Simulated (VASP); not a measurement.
The system is NbSb (wurtzite type).

```
Nb Sb
1.0
     4.55586    0.00000    0.00000
    -2.27793    3.94549    0.00000
     0.00000    0.00000    7.42605
Nb Sb
2 2
Direct
  0.33333 0.66667 0.00000
  0.66667 0.33333 0.50000
  0.33333 0.66667 0.37600
  0.66667 0.33333 0.87600
```

```yaml
Program: VASP 6.6.1
Task: relaxation of cell and atoms
Functional: PBE
Potentials_or_basis: VASP PAW PBE potentials, release 64 (Nb_sv, Sb)
Cutoff: 600 eV
k_mesh: 8 × 8 × 5
Occupations: fermi-dirac, width 0.05 eV
Spin: no spin polarisation
```

At the start: pressure -3.6 GPa; volume 33.37 Å³/atom.

Question: How do energy, volume and symmetry change on relaxing?

Answer: Over 51 steps the energy falls by 570.3 meV/atom and the volume is 22.19 Å³/atom (-33.5 %); space group P6_3mc (No. 186, to 0.05 Å).

Step by step:
| step | energy change (eV) | largest force (eV/Å) | pressure (GPa) | volume (Å³) |
| --- | --- | --- | --- | --- |
| 1 | 0.0000 | 0.1606 | -3.61 | 133.48 |
| 3 | -0.0991 | 0.0258 | -0.01 | 125.46 |
| 5 | -0.0992 | 0.0182 | -0.06 | 125.53 |
| 7 | -0.0994 | 0.0208 | -0.07 | 125.59 |
| 9 | -0.1013 | 0.0452 | -0.18 | 125.72 |
| 11 | -0.1234 | 0.1144 | -0.58 | 126.21 |
| 13 | -0.3311 | 0.1475 | -3.57 | 127.50 |
| 15 | -0.3704 | 0.6652 | -5.14 | 127.74 |
| 17 | -0.3740 | 0.7377 | -5.43 | 127.77 |
| 19 | -0.3740 | 0.7384 | -5.44 | 127.78 |
| 21 | -0.3740 | 0.7408 | -5.45 | 127.78 |
| 23 | -0.3741 | 0.7534 | -5.52 | 127.81 |
| 25 | -0.3741 | 0.7604 | -5.57 | 127.83 |
| 27 | -0.3745 | 0.7610 | -5.57 | 127.82 |
| 29 | -0.3760 | 0.7595 | -5.58 | 127.79 |
| 31 | -0.3821 | 0.7560 | -5.57 | 127.69 |
| 33 | -0.4065 | 0.7417 | -5.58 | 127.26 |
| 35 | -0.5037 | 0.6865 | -5.59 | 125.52 |
| 37 | -0.8861 | 0.5228 | -5.61 | 118.40 |
| 39 | -2.2581 | 0.3948 | 1.09 | 87.89 |
| 41 | -2.2655 | 0.2752 | 0.60 | 87.72 |
| 43 | -2.2743 | 0.2165 | 0.35 | 88.09 |
| 45 | -2.2806 | 0.0657 | -0.43 | 89.04 |
| 47 | -2.2813 | 0.0058 | 0.05 | 88.74 |
| 49 | -2.2813 | 0.0068 | 0.01 | 88.75 |
| 51 | -2.2813 | 0.0020 | -0.01 | 88.76 |

Final structure:
```
Nb Sb
1.0
     3.18264    0.00000    0.00000
    -1.59132    2.75624    0.00000
     0.00000    0.00000   10.11862
Nb Sb
2 2
Direct
  0.33333 0.66667 0.04889
  0.66667 0.33333 0.54889
  0.33333 0.66667 0.32711
  0.66667 0.33333 0.82711
```

Caveat: the volume moved by over 15 % at a fixed basis, so the end points are rough.
